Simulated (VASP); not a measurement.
A run of VASP 6.6.1 is set up as follows.

INCAR

```
SYSTEM = TaMo2C3
PREC = Accurate
ENCUT = 520
EDIFF = 1E-7
ISMEAR = 0
SIGMA = 0.1
LREAL = .False.
LASPH = .True.
NELM = 100
ALGO = Normal
ISIF = 2
LWAVE = .False.
LCHARG = .False.
GGA = PE
NBANDS = 63
```

KPOINTS

```
regular mesh
0
Gamma
  12 12 2
  0 0 0
```

File POSCAR:

```
TaMo2C3
1.0
    3.0402635616      0.0000000000      0.0000000000
   -1.5201317808      2.6329454786      0.0000000000
    0.0000000000      0.0000000000     15.9711043013
Ta Mo C
2 4 6
Direct
    0.0000000000      0.0000000000      0.0000000000
    0.0000000000      0.0000000000      0.5000000000
    0.3333333333      0.6666666667      0.6627149842
    0.3333333333      0.6666666667      0.8372850158
    0.6666666667      0.3333333333      0.1627149842
    0.6666666667      0.3333333333      0.3372850158
    0.6666666667      0.3333333333      0.9168313987
    0.3333333333      0.6666666667      0.0831686013
    0.6666666667      0.3333333333      0.7500000000
    0.6666666667      0.3333333333      0.5831686013
    0.3333333333      0.6666666667      0.4168313987
    0.3333333333      0.6666666667      0.2500000000
```

Potentials or basis: VASP PAW PBE potentials, release 64 (Ta_pv, Mo_sv, C).

The run is started by

```console
$ cat potpaw_PBE.64/Ta_pv/POTCAR potpaw_PBE.64/Mo_sv/POTCAR potpaw_PBE.64/C/POTCAR > POTCAR
$ mpirun -np 1 vasp_std > vasp.out
```

(1) Predict the largest force.

(2) What does it give for the pressure?

(3) Estimate the band gap on the k mesh.

## Answers

(1) 0.023 eV/Å.

(2) 0.6 GPa.

(3) zero (band 51 reaches 12.08 eV, above the bottom of band 52 at 10.15 eV).

Caveat: spin-orbit coupling is left out, which moves the levels of the heavy elements.
